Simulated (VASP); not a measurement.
# InSe (P6_3/mmc) in VASP: a series of runs

Runs on InSe. Level: PBE+D3(BJ). Tasks: single point.

Everything below comes from runs of VASP 6.6.1. Logs are shortened: lines on timing, memory, paths and dates and some standing lists are left out, and cuts for length are marked.

## (1) The cell of the first run

The structure is hexagonal, space group P6_3/mmc (No. 194). The conventional cell has a = 4.032 Å, b = 4.032 Å, c = 16.762 Å, α = 90.00°, β = 90.00°, γ = 120.00°. In (site symmetry 3m) has 3 Se at 2.66 Å and 1 In at 2.79 Å within 3.5 Å. Within 3.5 Å of Se (site symmetry 3m) lie 3 In at 2.66 Å.

## (2) Single point, PBE+D3(BJ)

File INCAR:

```
PREC = Accurate ; ENCUT = 520
EDIFF = 1E-7 ; ISMEAR = 0
SIGMA = 0.02 ; LREAL = False
LASPH = True ; NELM = 80
ALGO = Normal ; ISIF = 2
LWAVE = False ; LCHARG = False
GGA = PE ; IVDW = 12
NBANDS = 48
```

File KPOINTS:

```
regular mesh
0
Gamma
  12 12 2
```

File POSCAR:

```
InSe
1.0
    4.0317714946      0.0000000000      0.0000000000
   -2.0158857473      3.4916165366      0.0000000000
    0.0000000000      0.0000000000     16.7623716164
In Se
4 4
Direct
    0.3333333333      0.6666666667      0.1666581957
    0.6666666667      0.3333333333      0.6666581957
    0.3333333333      0.6666666667      0.3333418043
    0.6666666667      0.3333333333      0.8333418043
    0.3333333333      0.6666666667      0.5898711349
    0.6666666667      0.3333333333      0.0898711349
    0.3333333333      0.6666666667      0.9101288651
    0.6666666667      0.3333333333      0.4101288651
```

Potentials or basis: VASP PAW PBE potentials, release 64 (In_d, Se).

The run is started by

```bash
cat potpaw_PBE.64/In_d/POTCAR potpaw_PBE.64/Se/POTCAR > POTCAR
mpirun -np 1 vasp_std > vasp.out
```

OUTCAR:

```text
PREC = Accurate
   ENCUT = 520
   EDIFF = 1E-7
   ISMEAR = 0
   LREAL = False
   LASPH = True
   NELM = 80
   ISIF = 2
   GGA = PE
   IVDW = 12
 IVDW          = 12

 ion  position               nearest neighbor table
   1  0.333  0.667  0.167-   6 2.66   6 2.66   6 2.66   3 2.79
   2  0.667  0.333  0.667-   5 2.66   5 2.66   5 2.66   4 2.79
   3  0.333  0.667  0.333-   8 2.66   8 2.66   8 2.66   1 2.79
   4  0.667  0.333  0.833-   7 2.66   7 2.66   7 2.66   2 2.79
   5  0.333  0.667  0.590-   2 2.66   2 2.66   2 2.66
   6  0.667  0.333  0.090-   1 2.66   1 2.66   1 2.66
   7  0.333  0.667  0.910-   4 2.66   4 2.66   4 2.66
   8  0.667  0.333  0.410-   3 2.66   3 2.66   3 2.66

  LATTYP: Found a hexagonal cell.
 ALAT       =     4.0317714946
 C/A-ratio  =     4.1575698521

  Lattice vectors:

 A1 = (   4.0317714946,   0.0000000000,   0.0000000000)
 A2 = (  -2.0158857473,   3.4916165366,   0.0000000000)
 A3 = (   0.0000000000,   0.0000000000,  16.7623716164)

Analysis of symmetry for initial positions (statically):
=====================================================================
 Subroutine PRICEL returns:
 Original cell was already a primitive cell.

 Routine SETGRP: Setting up the symmetry group for a
 hexagonal supercell.

 Subroutine GETGRP returns: Found 24 space group operations
 (whereof 12 operations were pure point group operations)
 out of a pool of 24 trial point group operations.

The static configuration has the point symmetry D_3d.
 The point group associated with its full space group is D_6h.

Analysis of symmetry for dynamics (positions and initial velocities):
=====================================================================
 Subroutine PRICEL returns:
 Original cell was already a primitive cell.

 Routine SETGRP: Setting up the symmetry group for a
 hexagonal supercell.

 Subroutine GETGRP returns: Found 24 space group operations
 (whereof 12 operations were pure point group operations)
 out of a pool of 24 trial point group operations.

The dynamic configuration has the point symmetry D_3d.
 The point group associated with its full space group is D_6h.

 Subroutine INISYM returns: Found 24 space group operations
 (whereof 12 operations are pure point group operations),
 and found     1 'primitive' translations

----------------------------------------------------------------------------------------

                                     Primitive cell

  volume of cell :     235.9706

  direct lattice vectors                    reciprocal lattice vectors
     4.031771495  0.000000000  0.000000000     0.248029930  0.143200147  0.000000000
    -2.015885747  3.491616537  0.000000000     0.000000000  0.286400293  0.000000000
     0.000000000  0.000000000 16.762371616     0.000000000  0.000000000  0.059657429

  length of vectors
     4.031771495  4.031771495 16.762371616     0.286400293  0.286400293  0.059657429

  position of ions in fractional coordinates (direct lattice)
     0.333333333  0.666666667  0.166658196
     0.666666667  0.333333333  0.666658196
     0.333333333  0.666666667  0.333341804
     0.666666667  0.333333333  0.833341804
     0.333333333  0.666666667  0.589871135
     0.666666667  0.333333333  0.089871135
     0.333333333  0.666666667  0.910128865
     0.666666667  0.333333333  0.410128865

  ion indices of the primitive-cell ions
   primitive index   ion index
                 1           1
                 2           2
                 3           3
                 4           4
                 5           5
                 6           6
                 7           7
                 8           8

----------------------------------------------------------------------------------------

 KPOINTS: regular mesh

Automatic generation of k-mesh.
 Grid dimensions read from file:
 generate k-points for:   12   12    2

 Generating k-lattice:

  Cartesian coordinates                     Fractional coordinates (reciprocal lattice)
     0.020669161  0.011933346  0.000000000     0.083333333  0.000000000  0.000000000
     0.000000000  0.023866691  0.000000000     0.000000000  0.083333333  0.000000000
     0.000000000  0.000000000  0.029828715     0.000000000  0.000000000  0.500000000

  Length of vectors
     0.023866691  0.023866691  0.029828715

  Shift w.r.t. Gamma in fractional coordinates (k-lattice)
     0.000000000  0.000000000  0.000000000

 Subroutine IBZKPT returns following result:
 ===========================================

 Found     38 irreducible k-points:

 Following reciprocal coordinates:
            Coordinates               Weight
  0.000000  0.000000  0.000000      1.000000
  0.083333  0.000000  0.000000      6.000000
  0.166667 -0.000000  0.000000      6.000000
  0.250000  0.000000  0.000000      6.000000
  0.333333  0.000000  0.000000      6.000000
  0.416667 -0.000000  0.000000      6.000000
[... 16 lines left out ...]
  0.250000  0.000000  0.500000      6.000000
  0.333333  0.000000  0.500000      6.000000
 [... further k-points ...]
   k-points           NKPTS =     38   k-points in BZ     NKDIM =     38   number of bands    NBANDS=     48
   number of dos      NEDOS =    301   number of ions     NIONS =      8
   total plane-waves  NPLWV = 113400
   dimension x,y,z NGX =    30 NGY =   30 NGZ =  126
   dimension x,y,z NGXF=    60 NGYF=   60 NGZF=  252
   ions per type =               4   4
   NGX,Y,Z   is equivalent  to a cutoff of  12.37, 12.37, 12.50 a.u.
   NGXF,Y,Z  is equivalent  to a cutoff of  24.74, 24.74, 24.99 a.u.
 SYSTEM =  unknown system
   PREC   = accura    normal or accurate (medium, high low for compatibility)
   ISTART =      0    job   : 0-new  1-cont  2-samecut
   ICHARG =      2    charge: 1-file 2-atom 10-const
   ISPIN  =      1    spin polarized calculation?
   LNONCOLLINEAR =      F non collinear calculations
   LSORBIT =      F    spin-orbit coupling
   LASPH  =      T    aspherical Exc in radial PAW
   ENCUT  =  520.0 eV  38.22 Ry    6.18 a.u.   7.50  7.50 31.17*2*pi/ulx,y,z
   NELM   =     80;   NELMIN=  2; NELMDL= -5     # of ELM steps
   EDIFF  = 0.1E-06   stopping-criterion for ELM
   LREAL  =      F    real-space projection
   EDIFFG = 0.1E-05   stopping-criterion for IOM
   NSW    =      0    number of steps for IOM
   IBRION =     -1    ionic relax: 0-MD 1-quasi-New 2-CG
   NFREE  =      0    steps in history (QN), initial steepest desc. (CG)
   ISIF   =      2    stress and relaxation
   ISYM   =      2    0-nonsym 1-usesym 2-fastsym
   POTIM  = 0.5000    time-step for ionic-motion
   TEBEG  =    0.0;   TEEND  =   0.0 temperature during run
   PSTRESS=    0.0 pullay stress
   NELECT =      76.0000    total number of electrons
   NUPDOWN=      -1.0000    fix difference up-down
   EMIN   =  10.00;   EMAX   =-10.00  energy-range for DOS
   EFERMI =   0.00;   METHOD = LEGACY
   ISMEAR =     0;   SIGMA  =   0.02  broadening in eV -4-tet -1-fermi 0-gaus
   EFERMI_NEDOS =   21; number of points for ismear=-14 and -15
   IALGO  =     38    algorithm
   IMIX   =      4    mixing-type and parameters
     AMIX     =   0.40;   BMIX     =  1.00
     AMIX_MAG =   1.60;   BMIX_MAG =  1.00
  volume/ion in A,a.u.               =      29.50       199.05
  Fermi-wavevector in a.u.,A,eV,Ry     =   1.122174  2.120601 17.133458  1.259274
  Thomas-Fermi vector in A             =   2.258832
   LORBIT       =      0    0 simple, 1 ext, 2 COOP (PROOUT), +10 PAW based schemes
   GGA     = PE    functional components
   LHFCALC =     F    Hartree Fock is set to
   AEXX    =    0.0000 exact exchange contribution
   IVDW    =    12    specifies the selected vdW correction
   LEPSILON=     F    determine dielectric tensor
   LRPA    =     F    only Hartree local field effects (RPA)
 non-spin polarized calculation
 Gauss-broadening in eV      SIGMA  =   0.02
  energy-cutoff  :      520.00
  volume of cell :      235.97
 maximum number of plane-waves:      6404
 NGX is ok and might be reduce to    30
   NGX = 15   NGY = 15   NGZ = 63

 number of electron      76.0000013 magnetization

 Free energy of the ion-electron system (eV)
  ---------------------------------------------------
  ext. energy  EPLUGINS =         0.00000000
  ---------------------------------------------------
  free energy    TOTEN  =       -28.32078028 eV

  energy without entropy =      -28.32078028  energy(sigma->0) =      -28.32078028

 E-fermi :   4.1165     XC(G=0):  -8.8747

 val. band max:        4.0145410759   @ k =   0.0000   0.0000   0.0000
 cond. band min:       4.3702788682   @ k =   0.0000   0.0000   0.0000
 fundamental gap:      0.3557377923
 Fermi energy:         4.1164878867

 k-point     1 :       0.0000    0.0000    0.0000
  band No.  band energies     occupation
      1     -10.7718      2.00000
      2     -10.7710      2.00000
      3     -10.5869      2.00000
      4     -10.5869      2.00000
      5     -10.5865      2.00000
      6     -10.5865      2.00000
[... 40 lines left out ...]
     47       9.1001      0.00000
     48       9.4055      0.00000

 k-point     2 :       0.0833    0.0000    0.0000
  band No.  band energies     occupation
      1     -10.7714      2.00000
      2     -10.7706      2.00000
      3     -10.6126      2.00000
      4     -10.6091      2.00000
      5     -10.5858      2.00000
      6     -10.5854      2.00000
[... 40 lines left out ...]
     47       8.9841      0.00000
     48       9.2426      0.00000

 k-point     3 :       0.1667   -0.0000    0.0000
  band No.  band energies     occupation
      1     -10.7739      2.00000
      2     -10.7736      2.00000
      3     -10.6688      2.00000
      4     -10.6594      2.00000
      5     -10.6016      2.00000
      6     -10.5912      2.00000
[... 1060 lines left out ...]
     47       8.5644      0.00000
     48       8.5644      0.00000

 k-point    24 :       0.3333    0.0000    0.5000
  band No.  band energies     occupation
      1     -10.8382      2.00000
      2     -10.8382      2.00000
      3     -10.7298      2.00000
      4     -10.7298      2.00000
      5     -10.7134      2.00000
      6     -10.7134      2.00000
[... 40 lines left out ...]
     47       8.5451      0.00000
     48       8.5451      0.00000

 [... further k-points ...]

------------------------ aborting loop because EDIFF is reached ----------------------------------------

 Edisp (eV)   -2.37451

 E8    (eV) :    -1.0880

  FORCE on cell =-STRESS in cart. coord.  units (eV):
  Direction    XX          YY          ZZ          XY          YZ          ZX
  --------------------------------------------------------------------------------------
  -------------------------------------------------------------------------------------
  Total       0.06291     0.06291     0.04631     0.00000    -0.00000     0.00000
  in kB       0.42712     0.42712     0.31442     0.00000    -0.00000     0.00000
  external pressure =        0.39 kB  Pullay stress =        0.00 kB

 VOLUME and BASIS-vectors are now :
 -----------------------------------------------------------------------------
  energy-cutoff  :      520.00
  volume of cell :      235.97
      direct lattice vectors                 reciprocal lattice vectors
     4.031771495  0.000000000  0.000000000     0.248029930  0.143200147  0.000000000
    -2.015885747  3.491616537  0.000000000     0.000000000  0.286400293  0.000000000
     0.000000000  0.000000000 16.762371616     0.000000000  0.000000000  0.059657429

 POSITION                                       TOTAL-FORCE (eV/Angst)
 -----------------------------------------------------------------------------------
     -0.00000      2.32774      2.79359         0.000000     -0.000000      0.016005
      2.01589      1.16387     11.17477        -0.000000     -0.000000      0.016005
     -0.00000      2.32774      5.58760        -0.000000     -0.000000     -0.016005
      2.01589      1.16387     13.96879         0.000000      0.000000     -0.016005
     -0.00000      2.32774      9.88764         0.000000      0.000000     -0.012840
      2.01589      1.16387      1.50645         0.000000     -0.000000     -0.012840
     -0.00000      2.32774     15.25592         0.000000      0.000000      0.012840
      2.01589      1.16387      6.87473        -0.000000     -0.000000      0.012840
 -----------------------------------------------------------------------------------
    total drift:                               -0.000000      0.000000      0.000000

  FREE ENERGIE OF THE ION-ELECTRON SYSTEM (eV)
  ---------------------------------------------------
  free  energy   TOTEN  =       -30.6952853877 eV

  energy  without entropy=      -30.6952853877  energy(sigma->0) =      -30.69528539
```

It took 4.2 min on 1 thread of Intel Xeon 6975P-C (Granite Rapids), shared host; peak memory 0.54 GiB.

Results:

```
Free energy                : -30.6953 eV
Pressure                   : 0.0 GPa
Largest force              : 0.016 eV/Å
Band gap on the k mesh     : 0.36 eV
Dispersion energy per atom : -0.297 eV
```

Forces on the atoms (eV/Å):
```
In   0.000  0.000  0.016
In   0.000  0.000  0.016
In   0.000  0.000 -0.016
In   0.000  0.000 -0.016
Se   0.000  0.000 -0.013
Se   0.000  0.000 -0.013
Se   0.000  0.000  0.013
Se   0.000  0.000  0.013
```

Caveat: spin-orbit coupling is left out, which moves the levels of the heavy elements.

## (3) Single point, PBE+D3(BJ)

File INCAR:

```
SYSTEM = InSe
ALGO = Normal ; EDIFF = 1E-6
ENCUT = 520 ; GGA = PE
ISIF = 2 ; ISMEAR = 0
IVDW = 12 ; LASPH = .True.
LCHARG = .True. ; LELF = .True.
LREAL = .False. ; LVHAR = .True.
LWAVE = .False. ; NBANDS = 48
NELM = 100 ; PREC = Accurate
SIGMA = 0.01
```

File KPOINTS:

```
k-points
0
Gamma
  12 12 2
  0 0 0
```

File POSCAR:

```
InSe
1.0
    4.0318622184      0.0000000000      0.0000000000
   -2.0159311092      3.4916951057      0.0000000000
    0.0000000000      0.0000000000     16.7658441632
In Se
4 4
Direct
    0.3333333333      0.6666666667      0.1666898253
    0.6666666667      0.3333333333      0.6666898253
    0.3333333333      0.6666666667      0.3333101747
    0.6666666667      0.3333333333      0.8333101747
    0.3333333333      0.6666666667      0.5899287584
    0.6666666667      0.3333333333      0.0899287584
    0.3333333333      0.6666666667      0.9100712416
    0.6666666667      0.3333333333      0.4100712416
```

Potentials or basis: VASP PAW PBE potentials, release 64 (In_d, Se).

The run is started by

```bash
cat potpaw_PBE.64/In_d/POTCAR potpaw_PBE.64/Se/POTCAR > POTCAR
mpirun -np 1 vasp_std > vasp.out
```

Wall time 3.8 min (1 thread of Intel Xeon 6975P-C (Granite Rapids), shared host); peak memory 0.54 GiB.

The run converged. Its results:

| Property | Result |
| --- | --- |
| Free energy | -30.6953 eV |
| Pressure | 0.0 GPa |
| Largest force | 0.015 eV/Å |
| Band gap on the k mesh | 0.36 eV |
| Dispersion energy per atom | -0.297 eV |

Forces on the atoms (eV/Å):
```
In   0.000  0.000  0.014
In   0.000  0.000  0.014
In   0.000  0.000 -0.014
In   0.000  0.000 -0.014
Se   0.000  0.000 -0.015
Se   0.000  0.000 -0.015
Se   0.000  0.000  0.015
Se   0.000  0.000  0.015
```

Levels at points of the mesh, in eV from the valence-band top:
```
           k point  band 35  band 36  band 37  band 38  band 39  band 40  band 41  band 42
(0.00, 0.00, 0.00)    -1.17    -1.10    -1.10     0.00     0.36     1.73     2.12     2.12
(0.50, 0.00, 0.00)    -2.08    -2.07    -1.97    -1.35     1.12     1.21     1.93     1.94
(0.00, 0.00, 0.50)    -1.13    -1.13    -0.92    -0.92     1.22     1.22     2.13     2.13
(0.50, 0.00, 0.50)    -2.05    -2.05    -1.71    -1.71     1.46     1.46     1.59     1.59
```

Caveat: spin-orbit coupling is left out, which moves the levels of the heavy elements.
